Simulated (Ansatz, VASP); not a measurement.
BaTe in VASP and in Ansatz

```xyz
2
Lattice="4.0138 0.0000 0.0000 0.0000 4.0138 0.0000 0.0000 0.0000 3.9108" Properties=species:S:1:pos:R:3 pbc="T T T"
Ba    0.0000    0.0000    0.0000
Te    2.0069    2.0069    1.9554
```

Change from the starting cell: strain -0.025 along x and y, -0.050 along z, atoms carried along.

Alike in both runs: task single point; functional LDA; k mesh 8 × 8 × 8; occupations gaussian, width 0.05 eV; no spin polarisation.

|  | VASP | Ansatz |
| --- | --- | --- |
| version | VASP 6.6.1 | Ansatz 0.2.0 |
| potentials or method | VASP PAW LDA potentials, release 64 (Ba_sv, Te), cutoff 520 eV | scalar-relativistic, plane waves, PAW |
| valence electrons in the cell | 16 | 26 |

```csv
,VASP,Ansatz,Ansatz less VASP
pressure (GPa),6.1,5.0,-1.09
"traceless stress, the component that is largest in VASP (GPa)",1.39,1.44,+0.049
```

LDA's correlation is that of Perdew and Zunger in VASP and of Perdew and Wang (1992) in Ansatz. VASP's potentials hold 16 valence electrons a cell and Ansatz's 26, so a difference there can come from the potentials and not from the codes.

Neither program's run includes spin-orbit coupling.
